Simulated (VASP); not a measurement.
Set up this calculation in VASP 6.6.1, as the native input.

| Quantity | Value |
| --- | --- |
| Task | single point |
| Functional | PBEsol |
| Potentials or basis | VASP PAW PBE potentials, release 64 (Zr_sv, B) |
| Cutoff | 520 eV |
| k mesh | 10 × 10 × 8 |
| Occupations | fermi-dirac, width 0.05 eV |
| Spin | no spin polarisation |
| Dipole correction | no |
| Further INCAR settings | ALGO = Normal; EDIFF = 1e-06; NBANDS = 16 |

The structure of ZrB2 lies in POSCAR:

```
ZrB2
1.0
    3.1700000000      0.0000000000      0.0000000000
   -1.5850000000      2.7453000000      0.0000000000
    0.0000000000      0.0000000000      3.5330000000
Zr B
1 2
Direct
    0.0000000000      0.0000000000      0.0000000000
    0.3333333333      0.6666666667      0.5000000000
    0.6666666667      0.3333333333      0.5000000000
```

The input as run:

INCAR

```
PREC = Accurate
ENCUT = 520
EDIFF = 1E-6
ISMEAR = -1
SIGMA = 0.05
LREAL = F
LASPH = T
NELM = 60
ALGO = Normal
ISIF = 2
LWAVE = F
LCHARG = F
GGA = PS
NBANDS = 16
```

KPOINTS

```
Automatic mesh
0
Gamma
  10 10 8
```

Potentials or basis: VASP PAW PBE potentials, release 64 (Zr_sv, B).

Run with:

```sh
$ cat potpaw_PBE.64/Zr_sv/POTCAR potpaw_PBE.64/B/POTCAR > POTCAR
$ mpirun -np 1 vasp_std > vasp.out
```

It gave:

```yaml
Pressure: -3.8 GPa
Band_gap_on_the_k_mesh: zero (band 9 reaches 10.99 eV, above the bottom of band 10 at 10.18 eV)
```

Caveat: the PAW data sets were made with another functional, which shifts forces and pressure a little.

It took 39 s on 1 thread of AMD EPYC 7R13 Processor (Zen 3) (shared host), peak memory 0.13 GiB.
